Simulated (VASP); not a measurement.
# Mg (P6_3/mmc) in VASP: single point with PBEsol

Aim: the single point of Mg with PBEsol.

All numbers are computed with VASP 6.6.1; they aren't measurements. Logs are shortened: lines on timing, memory, paths and dates and some standing lists are left out, and cuts for length are marked.

### Step 1. The cell of the first run

Symmetry: P6_3/mmc, No. 194, hexagonal system. Conventional cell: a = 3.198 Å, b = 3.198 Å, c = 5.180 Å, α = 90.00°, β = 90.00°, γ = 120.00°. Mg (site symmetry -6m2) has 12 Mg at 3.18 to 3.20 Å within 4.2 Å.

### Step 2. Single point, PBEsol

Contents of INCAR:

```
  ALGO = Normal
  EDIFF = 1E-6
  ENCUT = 520
  GGA = PS
  ISIF = 2
  ISMEAR = -1
  LASPH = True
  LCHARG = False
  LREAL = False
  LWAVE = False
  NBANDS = 9
  NELM = 60
  PREC = Accurate
  SIGMA = 0.0816
```

Contents of KPOINTS:

```
k-points
0
Gamma
  9 9 5
```

Contents of POSCAR:

```
Mg
1.0
    3.1976727045      0.0000000000      0.0000000000
   -1.5988363523      2.7692657951      0.0000000000
    0.0000000000      0.0000000000      5.1802297813
Mg
2
Direct
    0.3333333330      0.6666666670      0.2500000000
    0.6666666670      0.3333333330      0.7500000000
```

Potentials or basis: VASP PAW PBE potentials, release 64 (Mg).

Command:

```console
$ cat potpaw_PBE.64/Mg/POTCAR > POTCAR
$ mpirun -np 1 vasp_std > vasp.out
```

OUTCAR:

```text
EDIFF = 1E-6
   ENCUT = 520
   GGA = PS
   ISIF = 2
   ISMEAR = -1
   LASPH = True
   LREAL = False
   NELM = 60
   PREC = Accurate

 ion  position               nearest neighbor table
   1  0.333  0.667  0.250-   2 3.18   2 3.18   2 3.18   2 3.18   2 3.18   2 3.18
   2  0.667  0.333  0.750-   1 3.18   1 3.18   1 3.18   1 3.18   1 3.18   1 3.18

  LATTYP: Found a hexagonal cell.
 ALAT       =     3.1976727045
 C/A-ratio  =     1.6200000000

  Lattice vectors:

 A1 = (   3.1976727045,   0.0000000000,   0.0000000000)
 A2 = (  -1.5988363523,   2.7692657951,   0.0000000000)
 A3 = (   0.0000000000,   0.0000000000,   5.1802297813)

Analysis of symmetry for initial positions (statically):
=====================================================================
 Subroutine PRICEL returns:
 Original cell was already a primitive cell.

 Routine SETGRP: Setting up the symmetry group for a
 hexagonal supercell.

 Subroutine GETGRP returns: Found 24 space group operations
 (whereof 12 operations were pure point group operations)
 out of a pool of 24 trial point group operations.

The static configuration has the point symmetry D_3d.
 The point group associated with its full space group is D_6h.

Analysis of symmetry for dynamics (positions and initial velocities):
=====================================================================
 Subroutine PRICEL returns:
 Original cell was already a primitive cell.

 Routine SETGRP: Setting up the symmetry group for a
 hexagonal supercell.

 Subroutine GETGRP returns: Found 24 space group operations
 (whereof 12 operations were pure point group operations)
 out of a pool of 24 trial point group operations.

The dynamic configuration has the point symmetry D_3d.
 The point group associated with its full space group is D_6h.

 Subroutine INISYM returns: Found 24 space group operations
 (whereof 12 operations are pure point group operations),
 and found     1 'primitive' translations

----------------------------------------------------------------------------------------

                                     Primitive cell

  volume of cell :      45.8720

  direct lattice vectors                    reciprocal lattice vectors
     3.197672704  0.000000000  0.000000000     0.312727440  0.180553272  0.000000000
    -1.598836352  2.769265795  0.000000000     0.000000000  0.361106544  0.000000000
     0.000000000  0.000000000  5.180229781     0.000000000  0.000000000  0.193041630

  length of vectors
     3.197672704  3.197672705  5.180229781     0.361106544  0.361106544  0.193041630
[... 81 lines left out ...]
   EDIFF  = 0.1E-05   stopping-criterion for ELM
   LREAL  =      F    real-space projection
   EDIFFG = 0.1E-04   stopping-criterion for IOM
   NSW    =      0    number of steps for IOM
   IBRION =     -1    ionic relax: 0-MD 1-quasi-New 2-CG
   NFREE  =      0    steps in history (QN), initial steepest desc. (CG)
   ISIF   =      2    stress and relaxation
   ISYM   =      2    0-nonsym 1-usesym 2-fastsym
   POTIM  = 0.5000    time-step for ionic-motion
   TEBEG  =    0.0;   TEEND  =   0.0 temperature during run
   PSTRESS=    0.0 pullay stress
   NELECT =       4.0000    total number of electrons
   NUPDOWN=      -1.0000    fix difference up-down
   EMIN   =  10.00;   EMAX   =-10.00  energy-range for DOS
   EFERMI =   0.00;   METHOD = LEGACY
   ISMEAR =    -1;   SIGMA  =   0.08  broadening in eV -4-tet -1-fermi 0-gaus
   EFERMI_NEDOS =   21; number of points for ismear=-14 and -15
   IALGO  =     38    algorithm
   IMIX   =      4    mixing-type and parameters
     AMIX     =   0.40;   BMIX     =  1.00
     AMIX_MAG =   1.60;   BMIX_MAG =  1.00
  volume/ion in A,a.u.               =      22.94       154.78
  Fermi-wavevector in a.u.,A,eV,Ry     =   0.725959  1.371864  7.170500  0.527017
  Thomas-Fermi vector in A             =   1.816812
   LORBIT       =      0    0 simple, 1 ext, 2 COOP (PROOUT), +10 PAW based schemes
   GGA     = PS    functional components
   LHFCALC =     F    Hartree Fock is set to
   AEXX    =    0.0000 exact exchange contribution
   IVDW    =     0    specifies the selected vdW correction
   LEPSILON=     F    determine dielectric tensor
   LRPA    =     F    only Hartree local field effects (RPA)
 non-spin polarized calculation
  energy-cutoff  :      520.00
  volume of cell :       45.87
 maximum number of plane-waves:      1263
 NGX is ok and might be reduce to    24
   NGX = 11   NGY = 11   NGZ = 19

 number of electron       4.0000000 magnetization

 Free energy of the ion-electron system (eV)
  ---------------------------------------------------
  ext. energy  EPLUGINS =         0.00000000
  ---------------------------------------------------
  free energy    TOTEN  =        -3.44859086 eV

  energy without entropy =       -3.42969271  energy(sigma->0) =       -3.43914178

 E-fermi :   2.5452     XC(G=0):  -8.5365

 val. band max:        2.5303813713   @ k =   0.4444   0.0000   0.4000
 cond. band min:       2.6483810544   @ k =   0.4444   0.1111   0.4000
 fundamental gap:      0.1179996831
 Fermi energy:         2.5451825154

 k-point     1 :       0.0000    0.0000    0.0000
  band No.  band energies     occupation
      1      -4.3362      2.00000
      2       0.9207      2.00000
      3       1.3792      2.00000
      4      13.5047      0.00000
      5      13.5047      0.00000
      6      13.6188      0.00000
      7      13.6188      0.00000
      8      14.4319      0.00000
      9      16.0182      0.00000
[... 265 lines left out ...]
 k-point    24 :       0.3333    0.3333    0.2000
  band No.  band energies     occupation
      1       2.1713      1.97974
      2       2.1873      1.97539
      3       2.1873      1.97539
      4       5.2864      0.00000
      5       5.6040      0.00000
      6       5.6040      0.00000
      7       9.5048      0.00000
      8      10.1012      0.00000
      9      10.1012      0.00000

 [... further k-points ...]
[... 5 lines left out ...]
  --------------------------------------------------------------------------------------
  -------------------------------------------------------------------------------------
  Total       -0.2251376     -0.2251376     -0.1623855      0.0000000      0.0000000      0.0000000
  in kB       -7.8634111     -7.8634111     -5.6716597      0.0000000      0.0000000      0.0000000
  external PRESSURE =      -7.1328273 kB  Pullay stress =       0.0000000 kB

 VOLUME and BASIS-vectors are now :
 -----------------------------------------------------------------------------
  energy-cutoff  :      520.00
  volume of cell :       45.87
      direct lattice vectors                 reciprocal lattice vectors
     3.197672704  0.000000000  0.000000000     0.312727440  0.180553272  0.000000000
    -1.598836352  2.769265795  0.000000000     0.000000000  0.361106544  0.000000000
     0.000000000  0.000000000  5.180229781     0.000000000  0.000000000  0.193041630

 POSITION                                       TOTAL-FORCE (eV/Angst)
 -----------------------------------------------------------------------------------
     -0.00000      1.84618      1.29506        -0.000000      0.000000      0.000000
      1.59884      0.92309      3.88517         0.000000     -0.000000      0.000000
 -----------------------------------------------------------------------------------
    total drift:                                0.000000     -0.000000      0.000000

  FREE ENERGIE OF THE ION-ELECTRON SYSTEM (eV)
  ---------------------------------------------------
  free  energy   TOTEN  =        -3.4485908555 eV

  energy  without entropy=       -3.4296927113  energy(sigma->0) =       -3.43914178
```

OSZICAR:

```text
N       E                     dE             d eps       ncg     rms          rms(c)
DAV:   1    -0.542974757197E+00   -0.54297E+00   -0.11850E+03   648   0.304E+02
DAV:   2    -0.341569032295E+01   -0.28727E+01   -0.27379E+01   863   0.289E+01
DAV:   3    -0.346851678313E+01   -0.52826E-01   -0.51390E-01   890   0.291E+00
DAV:   4    -0.346869745592E+01   -0.18067E-03   -0.18064E-03   825   0.161E-01
DAV:   5    -0.346869818594E+01   -0.73002E-06   -0.72990E-06   819   0.992E-03    0.967E-01
DAV:   6    -0.345819335736E+01    0.10505E-01   -0.60479E-04   741   0.159E-01    0.616E-01
DAV:   7    -0.344858576290E+01    0.96076E-02   -0.25146E-03   712   0.288E-01    0.318E-02
DAV:   8    -0.344859124864E+01   -0.54857E-05   -0.18867E-05   867   0.264E-02    0.642E-03
DAV:   9    -0.344859085547E+01    0.39316E-06   -0.92748E-07   715   0.412E-03
   1 F= -.34485909E+01 E0= -.34391418E+01  d E =-.188981E-01
```

Wall time 17 s (1 thread of AMD EPYC 7R43 (Zen 3), shared host); peak memory 0.12 GiB.

What came out:

- Free energy: -3.4486 eV
- Pressure: -0.7 GPa
- Band gap on the k mesh: zero (band 2 reaches 3.59 eV, above the bottom of band 3 at 1.38 eV)

Stress tensor (GPa, compression positive):
```
-0.79  0.00  0.00
 0.00 -0.79  0.00
 0.00  0.00 -0.57
```

Levels at points of the mesh, in eV from the Fermi level:
```
           k point  band 1  band 2  band 3  band 4  band 5  band 6  band 7
(0.00, 0.00, 0.00)   -6.88   -1.62   -1.17   10.96   10.96   11.07   11.07
```

Caveat: the PAW data sets were made with another functional, which shifts forces and pressure a little.
